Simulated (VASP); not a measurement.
# Ti (P6_3/mmc) in VASP: a series of runs

The runs below take Ti through relaxation of the atoms, with PBE.

All numbers are computed with VASP 6.6.1; they aren't measurements. Logs are shortened: lines on timing, memory, paths and dates and some standing lists are left out, and cuts for length are marked.

## Step 1: The cell of the first run

It takes space group P6_3/mmc (No. 194, hexagonal). The conventional cell has a = 2.930 Å, b = 2.930 Å, c = 4.655 Å, α = 90.00°, β = 90.00°, γ = 120.00°. Ti (site symmetry -6m2) has 12 Ti at 2.88 to 2.93 Å within 3.8 Å.

## Step 2: Relaxation of the atoms, PBE (17.31 Å³/atom)

Contents of INCAR:

```
PREC = Accurate
ENCUT = 450
EDIFF = 1E-7
ISMEAR = -1
SIGMA = 0.05
LREAL = False
LASPH = True
NELM = 120
ALGO = Normal
ISIF = 2
LWAVE = False
LCHARG = False
GGA = PE
IBRION = 2
NSW = 80
EDIFFG = -0.02
GGA_COMPAT = False
NELMIN = 4
```

Contents of KPOINTS:

```
regular mesh
0
Gamma
  18 18 10
```

Contents of POSCAR:

```
Ti
1.0
    2.9301986205      0.0000000000      0.0000000000
   -1.4650993102      2.5376264435      0.0000000000
    0.0000000000      0.0000000000      4.6545493880
Ti
2
Direct
    0.3333333333      0.6666666667      0.2500000000
    0.6666666667      0.3333333333      0.7500000000
```

Potentials or basis: VASP PAW PBE potentials, release 64 (Ti_sv).

Launch:

```sh
$ cat potpaw_PBE.64/Ti_sv/POTCAR > POTCAR
$ mpirun -np 1 vasp_std > vasp.out
```

OUTCAR:

```text
PREC = Accurate
   ENCUT = 450
   EDIFF = 1E-7
   ISMEAR = -1
   LREAL = False
   LASPH = True
   NELM = 120
   ISIF = 2
   GGA = PE
   IBRION = 2
   NSW = 80
   EDIFFG = -0.02
   NELMIN = 4

 ion  position               nearest neighbor table
   1  0.333  0.667  0.250-   2 2.88   2 2.88   2 2.88   2 2.88   2 2.88   2 2.88
   2  0.667  0.333  0.750-   1 2.88   1 2.88   1 2.88   1 2.88   1 2.88   1 2.88

  LATTYP: Found a hexagonal cell.
 ALAT       =     2.9301986205
 C/A-ratio  =     1.5884757284

  Lattice vectors:

 A1 = (   2.9301986205,   0.0000000000,   0.0000000000)
 A2 = (  -1.4650993102,   2.5376264435,   0.0000000000)
 A3 = (   0.0000000000,   0.0000000000,   4.6545493880)

Analysis of symmetry for initial positions (statically):
=====================================================================
 Subroutine PRICEL returns:
 Original cell was already a primitive cell.

 Routine SETGRP: Setting up the symmetry group for a
 hexagonal supercell.

 Subroutine GETGRP returns: Found 24 space group operations
 (whereof 12 operations were pure point group operations)
 out of a pool of 24 trial point group operations.

The static configuration has the point symmetry D_3d.
 The point group associated with its full space group is D_6h.

Analysis of symmetry for dynamics (positions and initial velocities):
=====================================================================
 Subroutine PRICEL returns:
 Original cell was already a primitive cell.

 Routine SETGRP: Setting up the symmetry group for a
 hexagonal supercell.

 Subroutine GETGRP returns: Found 24 space group operations
 (whereof 12 operations were pure point group operations)
 out of a pool of 24 trial point group operations.

The dynamic configuration has the point symmetry D_3d.
 The point group associated with its full space group is D_6h.

 Subroutine INISYM returns: Found 24 space group operations
 (whereof 12 operations are pure point group operations),
 and found     1 'primitive' translations

----------------------------------------------------------------------------------------

                                     Primitive cell

  volume of cell :      34.6101
[... 84 lines left out ...]
   LNONCOLLINEAR =      F non collinear calculations
   LSORBIT =      F    spin-orbit coupling
   LASPH  =      T    aspherical Exc in radial PAW
   ENCUT  =  450.0 eV  33.07 Ry    5.75 a.u.   5.07  5.07  8.05*2*pi/ulx,y,z
   NELM   =    120;   NELMIN=  4; NELMDL= -5     # of ELM steps
   EDIFF  = 0.1E-06   stopping-criterion for ELM
   LREAL  =      F    real-space projection
   EDIFFG = -.2E-01   stopping-criterion for IOM
   NSW    =     80    number of steps for IOM
   IBRION =      2    ionic relax: 0-MD 1-quasi-New 2-CG
   NFREE  =      1    steps in history (QN), initial steepest desc. (CG)
   ISIF   =      2    stress and relaxation
   ISYM   =      2    0-nonsym 1-usesym 2-fastsym
   POTIM  = 0.5000    time-step for ionic-motion
   TEBEG  =    0.0;   TEEND  =   0.0 temperature during run
   PSTRESS=    0.0 pullay stress
   NELECT =      24.0000    total number of electrons
   NUPDOWN=      -1.0000    fix difference up-down
   EMIN   =  10.00;   EMAX   =-10.00  energy-range for DOS
   EFERMI =   0.00;   METHOD = LEGACY
   ISMEAR =    -1;   SIGMA  =   0.05  broadening in eV -4-tet -1-fermi 0-gaus
   EFERMI_NEDOS =   21; number of points for ismear=-14 and -15
   IALGO  =     38    algorithm
   IMIX   =      4    mixing-type and parameters
     AMIX     =   0.40;   BMIX     =  1.00
     AMIX_MAG =   1.60;   BMIX_MAG =  1.00
  volume/ion in A,a.u.               =      17.31       116.78
  Fermi-wavevector in a.u.,A,eV,Ry     =   1.449031  2.738272 28.568042  2.099692
  Thomas-Fermi vector in A             =   2.566804
   LORBIT       =      0    0 simple, 1 ext, 2 COOP (PROOUT), +10 PAW based schemes
   GGA     = PE    functional components
   LHFCALC =     F    Hartree Fock is set to
   AEXX    =    0.0000 exact exchange contribution
   IVDW    =     0    specifies the selected vdW correction
   LEPSILON=     F    determine dielectric tensor
   LRPA    =     F    only Hartree local field effects (RPA)
 conjugate gradient relaxation of ions
 non-spin polarized calculation
  energy-cutoff  :      450.00
  volume of cell :       34.61
 maximum number of plane-waves:       768
   NGX = 11   NGY = 11   NGZ = 17

 number of electron      24.0000009 magnetization

 Free energy of the ion-electron system (eV)
  ---------------------------------------------------
  ext. energy  EPLUGINS =         0.00000000
  ---------------------------------------------------
  free energy    TOTEN  =       -15.67566617 eV

  energy without entropy =      -15.65884575  energy(sigma->0) =      -15.66725596

 E-fermi :   8.3804     XC(G=0): -11.5146

 val. band max:        8.3794507126   @ k =   0.3333   0.1667   0.4000
 cond. band min:       8.3904594051   @ k =   0.0556  -0.0000   0.5000
 fundamental gap:      0.0110086925
 Fermi energy:         8.3803900335

 k-point     1 :       0.0000    0.0000    0.0000
  band No.  band energies     occupation
      1     -48.4745      2.00000
      2     -48.3372      2.00000
      3     -25.0670      2.00000
      4     -24.4169      2.00000
      5     -24.4169      2.00000
      6     -24.3548      2.00000
[... 433 lines left out ...]
      3     -24.8688      2.00000
      4     -24.7591      2.00000
      5     -24.7512      2.00000
      6     -24.5856      2.00000
[... 8 lines left out ...]
     15       9.5369      0.00000
     16      11.4950      0.00000

 [... further k-points ...]

------------------------ aborting loop because EDIFF is reached ----------------------------------------

  FORCE on cell =-STRESS in cart. coord.  units (eV):
  Direction    XX          YY          ZZ          XY          YZ          ZX
  --------------------------------------------------------------------------------------
  -------------------------------------------------------------------------------------
  Total        0.0156074      0.0156074     -0.0814859      0.0000000      0.0000000      0.0000000
  in kB        0.7224994      0.7224994     -3.7721644      0.0000000      0.0000000      0.0000000
  external PRESSURE =      -0.7757219 kB  Pullay stress =       0.0000000 kB

 VOLUME and BASIS-vectors are now :
 -----------------------------------------------------------------------------
  energy-cutoff  :      450.00
  volume of cell :       34.61
      direct lattice vectors                 reciprocal lattice vectors
     2.930198621  0.000000000  0.000000000     0.341273794  0.197034517  0.000000000
    -1.465099310  2.537626444  0.000000000     0.000000000  0.394069034  0.000000000
     0.000000000  0.000000000  4.654549388     0.000000000  0.000000000  0.214843568

 POSITION                                       TOTAL-FORCE (eV/Angst)
 -----------------------------------------------------------------------------------
     -0.00000      1.69175      1.16364        -0.000000      0.000000      0.000000
      1.46510      0.84588      3.49091         0.000000     -0.000000      0.000000
 -----------------------------------------------------------------------------------
    total drift:                               -0.000000      0.000000     -0.000000

  FREE ENERGIE OF THE ION-ELECTRON SYSTEM (eV)
  ---------------------------------------------------
  free  energy   TOTEN  =       -15.6756661676 eV

  energy  without entropy=      -15.6588457536  energy(sigma->0) =      -15.66725596

 reached required accuracy - stopping structural energy minimisation
```

OSZICAR:

```text
N       E                     dE             d eps       ncg     rms          rms(c)
DAV:   1     0.236083458010E+03    0.23608E+03   -0.12710E+04  7112   0.172E+03
DAV:   2     0.995477328433E+01   -0.22613E+03   -0.22481E+03  7416   0.471E+02
DAV:   3    -0.166277498293E+02   -0.26583E+02   -0.26387E+02 13936   0.132E+02
DAV:   4    -0.176910151857E+02   -0.10633E+01   -0.10625E+01  7344   0.277E+01
DAV:   5    -0.177471681820E+02   -0.56153E-01   -0.56152E-01 11736   0.444E+00    0.119E+01
DAV:   6    -0.156701642159E+02    0.20770E+01   -0.78266E+00  8352   0.326E+01    0.301E+00
DAV:   7    -0.156573909194E+02    0.12773E-01   -0.80468E-01 10696   0.762E+00    0.204E+00
DAV:   8    -0.156848004406E+02   -0.27410E-01   -0.21977E-01  8384   0.624E+00    0.701E-01
DAV:   9    -0.156754296485E+02    0.93708E-02   -0.54740E-02  8536   0.266E+00    0.573E-02
DAV:  10    -0.156756248478E+02   -0.19520E-03   -0.22486E-03 11176   0.377E-01    0.849E-02
DAV:  11    -0.156756748978E+02   -0.50050E-04   -0.18494E-04  8048   0.115E-01    0.245E-02
DAV:  12    -0.156756640512E+02    0.10847E-04   -0.35581E-05 10424   0.464E-02    0.849E-03
DAV:  13    -0.156756651593E+02   -0.11081E-05   -0.89146E-07  8320   0.993E-03    0.272E-03
DAV:  14    -0.156756659537E+02   -0.79437E-06   -0.37179E-07  8640   0.568E-03    0.546E-04
DAV:  15    -0.156756661296E+02   -0.17599E-06   -0.40920E-08  4584   0.186E-03    0.196E-04
DAV:  16    -0.156756661676E+02   -0.38001E-07   -0.97768E-09  4368   0.966E-04
   1 F= -.15675666E+02 E0= -.15667256E+02  d E =-.156757E+02
```

It took 100 s on 1 thread of Intel Xeon Platinum 8259CL at 2.50GHz (Skylake/Cascade Lake), shared host; peak memory 0.2 GiB.

Results:

```
Free energy             : -15.6757 eV
Pressure after relaxing : -0.1 GPa
Band gap on the k mesh  : zero (bands 12 and 13 overlap by 1.11 eV)
```

Final structure:
```
Ti
1.0
     2.93020    0.00000    0.00000
    -1.46510    2.53763    0.00000
     0.00000    0.00000    4.65455
Ti
2
Direct
  0.33333 0.66667 0.25000
  0.66667 0.33333 0.75000
```

## Step 3: Relaxation of the atoms, PBE (18.72 Å³/atom)

This run uses another cell than the first one, of 18.72 Å³/atom.

Contents of INCAR:

```
SYSTEM = Ti
PREC = Accurate
ENCUT = 450
EDIFF = 1E-7
ISMEAR = -1
SIGMA = 0.05
LREAL = .FALSE.
LASPH = .TRUE.
NELM = 120
ALGO = Normal
ISIF = 2
LWAVE = .FALSE.
LCHARG = .FALSE.
GGA = PE
IBRION = 2
NSW = 80
EDIFFG = -0.02
GGA_COMPAT = .FALSE.
NELMIN = 4
```

Contents of KPOINTS:

```
regular mesh
0
G
  18 18 10
  0 0 0
```

Contents of POSCAR:

```
Ti
1.0
    3.0078556446      0.0000000000      0.0000000000
   -1.5039278223      2.6048793991      0.0000000000
    0.0000000000      0.0000000000      4.7779056859
Ti
2
Direct
    0.3333333333      0.6666666667      0.2500000000
    0.6666666667      0.3333333333      0.7500000000
```

Potentials or basis: VASP PAW PBE potentials, release 64 (Ti_sv).

Launch:

```sh
$ cat potpaw_PBE.64/Ti_sv/POTCAR > POTCAR
$ mpirun -np 1 vasp_std > vasp.out
```

Run time: 2.7 min. Hardware: 1 thread of Oxide Virtual Turin-like, shared host; peak memory 0.19 GiB.

It converged, with:

```
Free energy             : -15.6108 eV
Pressure after relaxing : -7.7 GPa
Band gap on the k mesh  : zero (bands 12 and 13 overlap by 1.06 eV)
```

Stress tensor (GPa, compression positive):
```
-7.47  0.00  0.00
 0.00 -7.47  0.00
 0.00  0.00 -8.01
```

Final structure:
```
Ti
1.0
     3.00786    0.00000    0.00000
    -1.50393    2.60488    0.00000
     0.00000    0.00000    4.77791
Ti
2
Cartesian
  0.0000 1.7366 1.1945
  1.5039 0.8683 3.5834
```

Levels at points of the mesh, in eV from the Fermi level:
```
           k point  band 8  band 9  band 10  band 11  band 12  band 13  band 14  band 15  band 16
(0.00, 0.00, 0.00)  -32.91   -6.02    -2.52     0.56     0.73     0.73     0.80     1.17     1.17
(0.50, 0.00, 0.00)  -32.97   -2.25    -1.95    -1.66    -0.68     0.47     0.55     1.06     3.04
(0.00, 0.00, 0.50)  -32.95   -4.27    -4.27     0.07     0.07     0.65     0.65     0.65     0.65
(0.50, 0.00, 0.50)  -33.04   -2.35    -2.35    -0.74    -0.74     1.14     1.14     1.59     1.59
```

## Step 4: Relaxation of the atoms, PBE (z stretched by +2 %)

Contents of INCAR:

```
SYSTEM = Ti
ALGO = Normal
EDIFF = 1E-7
EDIFFG = -0.02
ENCUT = 450
GGA = PE
GGA_COMPAT = .FALSE.
IBRION = 2
ISIF = 2
ISMEAR = -1
LASPH = .TRUE.
LCHARG = .FALSE.
LREAL = .FALSE.
LWAVE = .FALSE.
NELM = 120
NELMIN = 4
NSW = 80
PREC = Accurate
SIGMA = 0.05
```

Contents of KPOINTS:

```
k-points
0
G
  18 18 10
  0 0 0
```

Contents of POSCAR:

```
Ti
1.0
    2.9499978604      0.0000000000      0.0000000000
   -1.4749989302      2.5547730882      0.0000000000
    0.0000000000      0.0000000000      4.7797200000
Ti
2
Direct
    0.3333333333      0.6666666667      0.2500000000
    0.6666666667      0.3333333333      0.7500000000
```

Launch:

```sh
$ cat potpaw_PBE.64/Ti_sv/POTCAR > POTCAR
$ mpirun -np 1 vasp_std > vasp.out
```

Run time: 3 min. Hardware: 1 thread of Oxide Virtual Turin-like, shared host; peak memory 0.17 GiB.

The run converged. Its results:

- Free energy: -15.6555 eV
- Pressure after relaxing: -4.2 GPa
- Band gap on the k mesh: zero (bands 12 and 13 overlap by 1.06 eV)

Stress tensor (GPa, compression positive):
```
-3.38  0.00  0.00
 0.00 -3.38  0.00
 0.00  0.00 -5.90
```

Final structure:
```cif
data_structure
_symmetry_space_group_name_H-M 'P 1'
_symmetry_Int_Tables_number 1
_cell_length_a 2.9500
_cell_length_b 2.9500
_cell_length_c 4.7797
_cell_angle_alpha 90.000
_cell_angle_beta 90.000
_cell_angle_gamma 120.000
_cell_volume 36.02
loop_
_atom_site_label
_atom_site_type_symbol
_atom_site_fract_x
_atom_site_fract_y
_atom_site_fract_z
_atom_site_occupancy
Ti1 Ti 0.33333 0.66667 0.25000 1
Ti2 Ti 0.66667 0.33333 0.75000 1
```

Levels at points of the mesh, in eV from the Fermi level:
| k point | band 9 | band 10 | band 11 | band 12 | band 13 | band 14 | band 15 | band 16 |
| --- | --- | --- | --- | --- | --- | --- | --- | --- |
| (0.00, 0.00, 0.00) | -6.11 | -2.62 | 0.48 | 0.72 | 0.78 | 0.78 | 1.22 | 1.22 |
| (0.50, 0.00, 0.00) | -2.27 | -2.04 | -1.77 | -0.57 | 0.52 | 0.58 | 1.04 | 3.27 |
| (0.00, 0.00, 0.50) | -4.35 | -4.35 | 0.00 | 0.00 | 0.72 | 0.72 | 0.72 | 0.72 |
| (0.50, 0.00, 0.50) | -2.44 | -2.44 | -0.81 | -0.81 | 1.26 | 1.26 | 1.72 | 1.72 |

Caveat: the cell differs from its parent crystal (z stretched by +2 %).

## Step 5: Summary

| cell | gap on the mesh (eV) | pressure (GPa) |
| --- | --- | --- |
| atoms relaxed from a = 2.930, b = 2.930, c = 4.655 Å, angles 90.0, 90.0, 120.0°, 2 atoms | none | -0.1 |
| atoms relaxed from a = 3.008, b = 3.008, c = 4.778 Å, angles 90.0, 90.0, 120.0°, 2 atoms | none | -7.7 |
| atoms relaxed from a = 2.950, b = 2.950, c = 4.780 Å, angles 90.0, 90.0, 120.0°, 2 atoms | none | -4.2 |

Alike in all rows: task relaxation of the atoms; level PBE; potentials or basis VASP PAW PBE potentials, release 64 (Ti_sv); no spin polarisation; k mesh 18 × 18 × 10; cutoff (eV) 450; smearing fermi-dirac 0.05 eV.

Total energies depend on the potentials used, so only differences within one code and one set of settings carry meaning.
